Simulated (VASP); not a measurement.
# Ni in VASP: further runs, part 2 of 2

VASP 6.6.1.

### 4 Single point, PBE, collinear spin, ferromagnetic start

INCAR

```
SYSTEM = Ni
  PREC = Accurate
  ENCUT = 520
  EDIFF = 1E-6
  ISMEAR = 0
  SIGMA = 0.15
  LREAL = .False.
  LASPH = .True.
  NELM = 150
  ALGO = Normal
  ISIF = 2
  LWAVE = .False.
  LCHARG = .True.
  ISPIN = 2
  MAGMOM = 0.75
  LORBIT = 11
  LMAXMIX = 4
  GGA = PE
  LELF = .True.
  LVHAR = .True.
  NBANDS = 15
```

KPOINTS

```
regular mesh
0
Gamma
  22 22 22
  0 0 0
```

POSCAR

```
Ni
1.0
    0.0000000000      1.8207058330      2.0230064811
    1.4336958975      0.0000000000      2.0230064811
    1.4336958975      1.8207058330      0.0000000000
Ni
1
Direct
    0.0000000000      0.0000000000      0.0000000000
```

Potentials or basis: VASP PAW PBE potentials, release 64 (Ni).

Launch:

```
cat potpaw_PBE.64/Ni/POTCAR > POTCAR
mpirun -np 1 vasp_std > vasp.out
```

OUTCAR:

```text
SYSTEM = Ni
   PREC = Accurate
   ENCUT = 520
   EDIFF = 1E-6
   ISMEAR = 0
   LREAL = .False.
   LASPH = .True.
   NELM = 150
   ISIF = 2
   ISPIN = 2
   LORBIT = 11
   GGA = PE

 ion  position               nearest neighbor table
   1  0.000  0.000  0.000-

  LATTYP: Found a face centered orthorhombic cell.
 ALAT       =     2.8673917950
 B/A-ratio  =     1.2699386503
 C/A-ratio  =     1.4110429448

  Lattice vectors:

 A1 = (   0.0000000000,   1.8207058330,   2.0230064811)
 A2 = (   1.4336958975,   0.0000000000,   2.0230064811)
[... 1074 lines left out ...]
  -------------------------------------------------------------------------------------
  Total        0.9436353      1.5367265     -0.5362292      0.0000000      0.0000000      0.0000000
  in kB      143.1497718    233.1218944    -81.3461465      0.0000000      0.0000000      0.0000000
  external PRESSURE =      98.3085065 kB  Pullay stress =       0.0000000 kB

 VOLUME and BASIS-vectors are now :
 -----------------------------------------------------------------------------
  energy-cutoff  :      520.00
  volume of cell :       10.56
      direct lattice vectors                 reciprocal lattice vectors
     0.000000000  1.820705833  2.023006481    -0.348748993  0.274618772  0.247156895
     1.433695898  0.000000000  2.023006481     0.348748993 -0.274618772  0.247156895
     1.433695898  1.820705833  0.000000000     0.348748993  0.274618772 -0.247156895

 POSITION                                       TOTAL-FORCE (eV/Angst)
 -----------------------------------------------------------------------------------
      0.00000      0.00000      0.00000         0.000000      0.000000      0.000000
 -----------------------------------------------------------------------------------
    total drift:                               -0.000000     -0.000000      0.000000

  FREE ENERGIE OF THE ION-ELECTRON SYSTEM (eV)
  ---------------------------------------------------
  free  energy   TOTEN  =        -5.3243682060 eV

  energy  without entropy=       -5.3052117432  energy(sigma->0) =       -5.31478997

 total charge

# of ion       s       p       d       tot
------------------------------------------
    1        0.507   0.517   8.355   9.379

 magnetization (x)

# of ion       s       p       d       tot
------------------------------------------
    1       -0.003  -0.016   0.527   0.508
```

OSZICAR:

```text
N       E                     dE             d eps       ncg     rms          rms(c)
DAV:   1     0.330593120747E+02    0.33059E+02   -0.41845E+03 97329   0.861E+02
DAV:   2    -0.485830071786E+01   -0.37918E+02   -0.35358E+02104267   0.163E+02
DAV:   3    -0.626912693482E+01   -0.14108E+01   -0.13944E+01113458   0.307E+01
DAV:   4    -0.627729813580E+01   -0.81712E-02   -0.81695E-02112316   0.224E+00
DAV:   5    -0.627738760439E+01   -0.89469E-04   -0.89468E-04115428   0.208E-01    0.991E+00
DAV:   6    -0.559670477683E+01    0.68068E+00   -0.11327E+01132379   0.373E+01    0.534E+00
DAV:   7    -0.534266010373E+01    0.25404E+00   -0.18574E+00124665   0.137E+01    0.207E+00
DAV:   8    -0.532634499232E+01    0.16315E-01   -0.26971E-02127694   0.114E+00    0.875E-01
DAV:   9    -0.532469856691E+01    0.16464E-02   -0.11023E-03153515   0.201E-01    0.230E-01
DAV:  10    -0.532436461045E+01    0.33396E-03   -0.34514E-04152563   0.105E-01    0.320E-02
DAV:  11    -0.532436757259E+01   -0.29621E-05   -0.70487E-06106689   0.224E-02    0.157E-02
DAV:  12    -0.532436820603E+01   -0.63344E-06   -0.26303E-06112630   0.111E-02
   1 F= -.53243682E+01 E0= -.53147900E+01  d E =-.191565E-01  mag=     0.5028
```

stdout:

```text
POSCAR found type information on POSCAR Ni
 POSCAR found :  1 types and       1 ions
 scaLAPACK will be used
 LDA part: xc-table for (Slater+PW92), standard interpolation
 POSCAR, INCAR and KPOINTS ok, starting setup
 FFT: planning ... GRIDC
 FFT: planning ... GRID_SOFT
 FFT: planning ... GRID
 WAVECAR not read
 entering main loop
```

Run time: 12 min. Hardware: 1 thread of Intel Xeon 8259CL, shared host; peak memory 0.44 GiB.

What came out:

* Free energy: -5.3244 eV
* Pressure: 9.8 GPa
* Net moment: 0.50 μB per cell
* Site moments: Ni +0.51 μB
* Valence electrons inside the program's atomic spheres: Ni 9.38

Stress tensor (GPa, compression positive):
```
14.31  0.00  0.00
 0.00 23.31  0.00
 0.00  0.00 -8.13
```

Levels at points of the mesh, in eV from the Fermi level:
Spin up:
```
           k point  band 3  band 4  band 5  band 6  band 7  band 8
(0.00, 0.00, 0.00)   -2.26   -2.00   -1.06   -0.64   25.43   26.09
(0.50, 0.00, 0.00)   -1.11   -0.71   -0.05    0.12    6.57   18.40
(0.50, 0.50, 0.00)   -0.56   -0.49   -0.35   -0.15    5.95   19.58
(0.50, 0.00, 0.50)   -0.93   -0.88    0.25    1.60    8.45   17.58
(0.00, 0.50, 0.50)   -0.55   -0.29    0.12    8.54   10.72   10.97
```
Spin down:
```tsv
k point	band 2	band 3	band 4	band 5	band 6	band 7	band 8	band 9
(0.00, 0.00, 0.00)	-2.29	-1.70	-1.36	-0.56	-0.20	25.35	26.00	27.96
(0.50, 0.00, 0.00)	-2.69	-0.62	-0.21	0.09	0.62	6.90	18.40	22.84
(0.50, 0.50, 0.00)	-3.19	-0.38	-0.07	0.04	0.57	6.26	19.54	20.66
(0.50, 0.00, 0.50)	-2.83	-0.42	-0.40	0.94	1.58	8.72	17.54	18.31
(0.00, 0.50, 0.50)	-3.94	0.16	0.34	0.81	8.56	10.76	10.99	15.29
```

Caveat: the cell differs from its parent crystal (strain +e along x and -e along y -0.1100, strain +e along z and -e/2 along x and y +0.1500); the cell stands under pressure.

### 5 Overview

| cell | gap on the mesh (eV) | pressure (GPa) | moment (μB) |
| --- | --- | --- | --- |
| a = 2.538, b = 2.538, c = 2.395 Å, angles 61.9, 61.9, 56.3°, 1 atom | none | 1.9 | 0.61 |
| a = 2.628, b = 2.355, c = 2.503 Å, angles 65.4, 54.6, 60.0°, 1 atom | none | 4.8 | 0.58 |
| a = 2.722, b = 2.480, c = 2.317 Å, angles 69.0, 58.3, 52.7°, 1 atom | none | 9.8 | 0.50 |

Alike in all rows: task single point; level PBE; potentials or basis VASP PAW PBE potentials, release 64 (Ni); spin collinear, ferromagnetic start; k mesh 22 × 22 × 22; cutoff (eV) 520; smearing gaussian 0.15 eV.

Caveats: the cell stands under pressure (at least some runs).

Absolute energies hang on the potentials; compare differences alone.
